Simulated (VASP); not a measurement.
# AlRu (R-3m) in VASP: further runs

Runs on AlRu. Level: r2SCAN. Tasks: single point.

Everything below comes from runs of VASP 6.6.1. Logs are shortened: lines on timing, memory, paths and dates and some standing lists are left out, and cuts for length are marked.

## (1) The cell of the first run

It takes space group R-3m (No. 166, trigonal). Conventional cell: a = 4.334 Å, b = 4.334 Å, c = 4.937 Å, α = 90.00°, β = 90.00°, γ = 120.00°. Within 3.3 Å of Al (site symmetry -3m) lie 8 Ru at 2.47 to 2.63 Å and 6 Al at 3.00 Å. Ru (site symmetry -3m) has 8 Al at 2.47 to 2.63 Å and 6 Ru at 3.00 Å within 3.3 Å.

## (2) Single point, r2SCAN

File POSCAR:

```
AlRu
1.0
    2.9933367248     -0.0715131641     -0.0715131641
   -0.0715131641      2.9933367248     -0.0715131641
   -0.0715131641     -0.0715131641      2.9933367248
Al Ru
1 1
Direct
    0.0000000000      0.0000000000      0.0000000000
    0.5000000000      0.5000000000      0.5000000000
```

File INCAR.step1:

```
SYSTEM = AlRu
PREC = Accurate
ENCUT = 520
ISMEAR = 0
SIGMA = 0.15
LREAL = .False.
LASPH = .True.
NELM = 60
NBANDS = 16
GGA = PE
ALGO = Normal
EDIFF = 1E-4
LWAVE = .True.
LCHARG = .False.
```

File INCAR.step2:

```
SYSTEM = AlRu
PREC = Accurate
ENCUT = 520
EDIFF = 1E-7
ISMEAR = 0
SIGMA = 0.15
LREAL = .False.
LASPH = .True.
NELM = 60
ALGO = Normal
ISIF = 2
LWAVE = .False.
LCHARG = .False.
METAGGA = R2SCAN
LMIXTAU = .True.
NBANDS = 16
ISTART = 1
```

File KPOINTS:

```
Automatic mesh
0
Gamma
  22 22 22
  0 0 0
```

Potentials or basis: VASP PAW PBE potentials, release 64 (Al, Ru_pv).

Started as:

```console
$ cat potpaw_PBE.64/Al/POTCAR potpaw_PBE.64/Ru_pv/POTCAR > POTCAR
$ cp INCAR.step1 INCAR
$ mpirun -np 1 vasp_std > vasp.out
$ cp INCAR.step2 INCAR
$ mpirun -np 1 vasp_std > vasp.out
```

OUTCAR:

```text
SYSTEM = AlRu
   PREC = Accurate
   ENCUT = 520
   EDIFF = 1E-7
   ISMEAR = 0
   LREAL = .False.
   LASPH = .True.
   NELM = 60
   ISIF = 2
   METAGGA = R2SCAN
   ISTART = 1

 ion  position               nearest neighbor table
   1  0.000  0.000  0.000-   2 2.47   2 2.47   2 2.63   2 2.63   2 2.63   2 2.63   2 2.63   2 2.63

   2  0.500  0.500  0.500-   1 2.47   1 2.47   1 2.63   1 2.63   1 2.63   1 2.63   1 2.63   1 2.63

  LATTYP: Found a trigonal (rhomboedric) cell.
 ALAT       =     2.9950447431
 COS(alpha) =    -0.0471569688

  Lattice vectors:

 A1 = (   2.9933367248,  -0.0715131641,  -0.0715131641)
 A2 = (  -0.0715131641,   2.9933367248,  -0.0715131641)
 A3 = (  -0.0715131641,  -0.0715131641,   2.9933367248)

Analysis of symmetry for initial positions (statically):
=====================================================================
 Subroutine PRICEL returns:
 Original cell was already a primitive cell.

 Routine SETGRP: Setting up the symmetry group for a
 trigonal (rhombohedral) supercell.

 Subroutine GETGRP returns: Found 12 space group operations
 (whereof 12 operations were pure point group operations)
 out of a pool of 12 trial point group operations.

The static configuration has the point symmetry D_3d.

Analysis of symmetry for dynamics (positions and initial velocities):
=====================================================================
 Subroutine PRICEL returns:
 Original cell was already a primitive cell.

 Routine SETGRP: Setting up the symmetry group for a
 trigonal (rhombohedral) supercell.

 Subroutine GETGRP returns: Found 12 space group operations
 (whereof 12 operations were pure point group operations)
 out of a pool of 12 trial point group operations.

The dynamic configuration has the point symmetry D_3d.

 Subroutine INISYM returns: Found 12 space group operations
 (whereof 12 operations are pure point group operations),
 and found     1 'primitive' translations

----------------------------------------------------------------------------------------

                                     Primitive cell

  volume of cell :      26.7738

  direct lattice vectors                    reciprocal lattice vectors
     2.993336725 -0.071513164 -0.071513164     0.334466497  0.008186243  0.008186243
    -0.071513164  2.993336725 -0.071513164     0.008186243  0.334466497  0.008186243
    -0.071513164 -0.071513164  2.993336725     0.008186243  0.008186243  0.334466497

  length of vectors
     2.995044743  2.995044743  2.995044743     0.334666799  0.334666799  0.334666799

  position of ions in fractional coordinates (direct lattice)
     0.000000000  0.000000000  0.000000000
     0.500000000  0.500000000  0.500000000

  ion indices of the primitive-cell ions
   primitive index   ion index
                 1           1
                 2           2

----------------------------------------------------------------------------------------

 KPOINTS: Automatic mesh

Automatic generation of k-mesh.
 Grid dimensions read from file:
 generate k-points for:   22   22   22

 Generating k-lattice:

  Cartesian coordinates                     Fractional coordinates (reciprocal lattice)
     0.015203023  0.000372102  0.000372102     0.045454545  0.000000000  0.000000000
     0.000372102  0.015203023  0.000372102     0.000000000  0.045454545  0.000000000
     0.000372102  0.000372102  0.015203023     0.000000000  0.000000000  0.045454545

  Length of vectors
     0.015212127  0.015212127  0.015212127

  Shift w.r.t. Gamma in fractional coordinates (k-lattice)
     0.000000000  0.000000000  0.000000000

 Subroutine IBZKPT returns following result:
 ===========================================

 Found   1024 irreducible k-points:

 Following reciprocal coordinates:
            Coordinates               Weight
  0.000000  0.000000  0.000000      1.000000
  0.045455 -0.000000  0.000000      6.000000
  0.090909 -0.000000  0.000000      6.000000
  0.136364  0.000000  0.000000      6.000000
  0.181818 -0.000000 -0.000000      6.000000
  0.227273 -0.000000 -0.000000      6.000000
[... 16 lines left out ...]
  0.500000  0.045455 -0.000000     12.000000
 -0.454545  0.045455  0.000000     12.000000
 [... further k-points ...]
   k-points           NKPTS =   1024   k-points in BZ     NKDIM =   1024   number of bands    NBANDS=     16
   number of dos      NEDOS =    301   number of ions     NIONS =      2
   total plane-waves  NPLWV =  13824
   dimension x,y,z NGX =    24 NGY =   24 NGZ =   24
   dimension x,y,z NGXF=    48 NGYF=   48 NGZF=   48
   ions per type =               1   1
   NGX,Y,Z   is equivalent  to a cutoff of  13.32, 13.32, 13.32 a.u.
   NGXF,Y,Z  is equivalent  to a cutoff of  26.64, 26.64, 26.64 a.u.
 SYSTEM =  AlRu
   PREC   = accura    normal or accurate (medium, high low for compatibility)
   ISTART =      1    job   : 0-new  1-cont  2-samecut
   ICHARG =      0    charge: 1-file 2-atom 10-const
   ISPIN  =      1    spin polarized calculation?
   LNONCOLLINEAR =      F non collinear calculations
   LSORBIT =      F    spin-orbit coupling
   LASPH  =      T    aspherical Exc in radial PAW
   ENCUT  =  520.0 eV  38.22 Ry    6.18 a.u.   5.57  5.57  5.57*2*pi/ulx,y,z
   NELM   =     60;   NELMIN=  2; NELMDL=  0     # of ELM steps
   EDIFF  = 0.1E-06   stopping-criterion for ELM
   LREAL  =      F    real-space projection
   EDIFFG = 0.1E-05   stopping-criterion for IOM
   NSW    =      0    number of steps for IOM
   IBRION =     -1    ionic relax: 0-MD 1-quasi-New 2-CG
   NFREE  =      0    steps in history (QN), initial steepest desc. (CG)
   ISIF   =      2    stress and relaxation
   ISYM   =      2    0-nonsym 1-usesym 2-fastsym
   POTIM  = 0.5000    time-step for ionic-motion
   TEBEG  =    0.0;   TEEND  =   0.0 temperature during run
   PSTRESS=    0.0 pullay stress
   NELECT =      17.0000    total number of electrons
   NUPDOWN=      -1.0000    fix difference up-down
   EMIN   =  10.00;   EMAX   =-10.00  energy-range for DOS
   EFERMI =   0.00;   METHOD = LEGACY
   ISMEAR =     0;   SIGMA  =   0.15  broadening in eV -4-tet -1-fermi 0-gaus
   EFERMI_NEDOS =   21; number of points for ismear=-14 and -15
   IALGO  =     38    algorithm
   IMIX   =      4    mixing-type and parameters
     AMIX     =   0.40;   BMIX     =  1.00
     AMIX_MAG =   1.60;   BMIX_MAG =  1.00
  volume/ion in A,a.u.               =      13.39        90.34
  Fermi-wavevector in a.u.,A,eV,Ry     =   1.407087  2.659009 26.938090  1.979894
  Thomas-Fermi vector in A             =   2.529382
   LORBIT       =      0    0 simple, 1 ext, 2 COOP (PROOUT), +10 PAW based schemes
   METAGGA = R2SCAN    functional components
   LHFCALC =     F    Hartree Fock is set to
   AEXX    =    0.0000 exact exchange contribution
   IVDW    =     0    specifies the selected vdW correction
   LEPSILON=     F    determine dielectric tensor
   LRPA    =     F    only Hartree local field effects (RPA)
 non-spin polarized calculation
 Gauss-broadening in eV      SIGMA  =   0.15
  energy-cutoff  :      520.00
  volume of cell :       26.77
 maximum number of plane-waves:       738
   NGX = 11   NGY = 11   NGZ = 11

 number of electron      16.9999996 magnetization

 Free energy of the ion-electron system (eV)
  ---------------------------------------------------
  ext. energy  EPLUGINS =         0.00000000
  ---------------------------------------------------
  free energy    TOTEN  =       -33.53132224 eV

  energy without entropy =      -33.51357549  energy(sigma->0) =      -33.52244887

 E-fermi :  10.5708     XC(G=0): -13.6108

 val. band max:       10.5703482253   @ k =  -0.0455   0.0909   0.0455
 cond. band min:      10.5711212696   @ k =  -0.1818   0.0909   0.0455
 fundamental gap:      0.0007730443
 Fermi energy:        10.5708397260

 k-point     1 :       0.0000    0.0000    0.0000
  band No.  band energies     occupation
      1     -32.5383      2.00000
      2     -32.4904      2.00000
      3     -32.4904      2.00000
      4       0.4002      2.00000
      5       6.9013      2.00000
      6       6.9013      2.00000
[... 8 lines left out ...]
     15      22.1155      0.00000
     16      27.0698      0.00000

 k-point     2 :       0.0455   -0.0000    0.0000
  band No.  band energies     occupation
      1     -32.5396      2.00000
      2     -32.4934      2.00000
      3     -32.4900      2.00000
      4       0.4425      2.00000
      5       6.9150      2.00000
      6       6.9164      2.00000
[... 8 lines left out ...]
     15      22.2995      0.00000
     16      27.1891      0.00000

 k-point     3 :       0.0909   -0.0000    0.0000
  band No.  band energies     occupation
      1     -32.5450      2.00000
      2     -32.5005      2.00000
      3     -32.4888      2.00000
      4       0.5687      2.00000
      5       6.9515      2.00000
      6       6.9610      2.00000
[... 8 lines left out ...]
     15      22.7387      0.00000
     16      27.5523      0.00000

 k-point     4 :       0.1364    0.0000    0.0000
  band No.  band energies     occupation
      1     -32.5583      2.00000
      2     -32.5070      2.00000
      3     -32.4870      2.00000
      4       0.7764      2.00000
      5       6.9961      2.00000
      6       7.0326      2.00000
[... 8 lines left out ...]
     15      23.2413      0.00000
     16      28.1483      0.00000
[... 324 lines left out ...]
 k-point    22 :       0.4545    0.0455   -0.0000
  band No.  band energies     occupation
      1     -32.7317      2.00000
      2     -32.5042      2.00000
      3     -32.4734      2.00000
      4       4.0587      2.00000
      5       5.2776      2.00000
      6       7.7296      2.00000
[... 8 lines left out ...]
     15      23.9835      0.00000
     16      24.6966      0.00000

 k-point    23 :       0.5000    0.0455   -0.0000
  band No.  band energies     occupation
      1     -32.7362      2.00000
      2     -32.5038      2.00000
      3     -32.4729      2.00000
      4       4.4553      2.00000
      5       4.8866      2.00000
      6       7.7559      2.00000
[... 8 lines left out ...]
     15      23.7103      0.00000
     16      24.2277      0.00000

 k-point    24 :      -0.4545    0.0455    0.0000
  band No.  band energies     occupation
      1     -32.7315      2.00000
      2     -32.5042      2.00000
      3     -32.4733      2.00000
      4       3.9997      2.00000
      5       5.3216      2.00000
      6       7.7445      2.00000
[... 8 lines left out ...]
     15      23.9024      0.00000
     16      24.3499      0.00000

 [... further k-points ...]

------------------------ aborting loop because EDIFF is reached ----------------------------------------

  FORCE on cell =-STRESS in cart. coord.  units (eV):
  Direction    XX          YY          ZZ          XY          YZ          ZX
  --------------------------------------------------------------------------------------
  -------------------------------------------------------------------------------------
  Total       -0.1190421     -0.1190421     -0.1190421      1.2550678      1.2550678      1.2550678
  in kB       -7.1236159     -7.1236159     -7.1236159     75.1047158     75.1047158     75.1047158
  external PRESSURE =      -7.1236159 kB  Pullay stress =       0.0000000 kB

 VOLUME and BASIS-vectors are now :
 -----------------------------------------------------------------------------
  energy-cutoff  :      520.00
  volume of cell :       26.77
      direct lattice vectors                 reciprocal lattice vectors
     2.993336725 -0.071513164 -0.071513164     0.334466497  0.008186243  0.008186243
    -0.071513164  2.993336725 -0.071513164     0.008186243  0.334466497  0.008186243
    -0.071513164 -0.071513164  2.993336725     0.008186243  0.008186243  0.334466497

 POSITION                                       TOTAL-FORCE (eV/Angst)
 -----------------------------------------------------------------------------------
      0.00000      0.00000      0.00000        -0.000000      0.000000      0.000000
      1.42516      1.42516      1.42516         0.000000     -0.000000      0.000000
 -----------------------------------------------------------------------------------
    total drift:                                0.000000     -0.000000     -0.000000

  FREE ENERGIE OF THE ION-ELECTRON SYSTEM (eV)
  ---------------------------------------------------
  free  energy   TOTEN  =       -33.5313222434 eV

  energy  without entropy=      -33.5135754916  energy(sigma->0) =      -33.52244887
```

Run time: 13 min. Hardware: 1 thread of Intel Xeon Platinum 8259CL at 2.50GHz (Skylake/Cascade Lake), shared host; peak memory 0.5 GiB.

What came out:

| Item | Value |
| --- | --- |
| Free energy | -33.5313 eV |
| Pressure | -0.7 GPa |
| Band gap on the k mesh | zero (an odd number of electrons rules out a gap without spin polarisation) |

Caveat: the PAW data sets were made with another functional, which shifts forces and pressure a little.

(Part 1 of 2 ends here.)
